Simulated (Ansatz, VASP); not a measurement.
## Two plane-wave programs on Bi

File INCAR:

```
SYSTEM = Bi
PREC = Accurate
ENCUT = 520
EDIFF = 1E-6
ISMEAR = 0
SIGMA = 0.1
LREAL = .False.
LASPH = .True.
NELM = 80
ALGO = Fast
ISIF = 2
LWAVE = .False.
LCHARG = .False.
GGA = PE
NBANDS = 22
```

KPOINTS

```
Automatic mesh
0
Gamma
  12 12 12
  0 0 0
```

Contents of POSCAR:

```
Bi
1.0
    2.3416897287      1.3519751952      3.8362498800
   -2.3416897287      1.3519751952      3.8362498800
    0.0000000000     -2.7039503903      3.8362498800
Bi
2
Direct
    0.2389481689      0.2389481689      0.2389481689
    0.7610518311      0.7610518311      0.7610518311
```

Input for Ansatz:

```yaml
crystal:
  lattice:
    - [2.3416897287, 1.3519751952, 3.83624988]
    - [-2.3416897287, 1.3519751952, 3.83624988]
    - [0.0, -2.7039503903, 3.83624988]
  atoms:
    - { symbol: Bi, position: [0.2389481689, 0.2389481689, 0.2389481689] }
    - { symbol: Bi, position: [0.7610518311, 0.7610518311, 0.7610518311] }
basis:
  ecutwfc: 420
kpoints:
  mp_grid: { grid: [12, 12, 12] }
hamiltonian:
  xc: pbe
scf:
  occupations: { method: gaussian, width: 0.1 }
output:
  forces: true
  stress: true
  eigenvalues: true
  write_density: true
  write_potential: true
  elf: true
  volumetric_format: npy
```

Alike in both runs: task single point; functional PBE; k mesh 12 × 12 × 12; occupations gaussian, width 0.1 eV; no spin polarisation.

|  | VASP | Ansatz |
| --- | --- | --- |
| version | VASP 6.6.1 | Ansatz 0.2.0 |
| potentials or method | VASP PAW PBE potentials, release 64 (Bi_d), cutoff 520 eV | scalar-relativistic, plane waves, PAW |
| valence electrons in the cell | 30 | 30 |

|  | VASP | Ansatz | Ansatz less VASP |
| --- | --- | --- | --- |
| gap on the k mesh at the Fermi level (eV) | none | none | - |
| pressure (GPa) | -0.8 | -0.7 | +0.04 |
| traceless stress, the component that is largest in VASP (GPa) | 0.86 | 0.86 | +0.001 |
| rms of the force components (eV/Å) | 0.121 | 0.125 | +0.0036 |

Atom by atom the forces differ by 0.004 eV/Å (rms over components). A gap of «none» marks a metal or a gap that the smearing closes. With one functional, cell and mesh, what is left measures potentials, basis and numerics.

Spin-orbit coupling is off throughout.
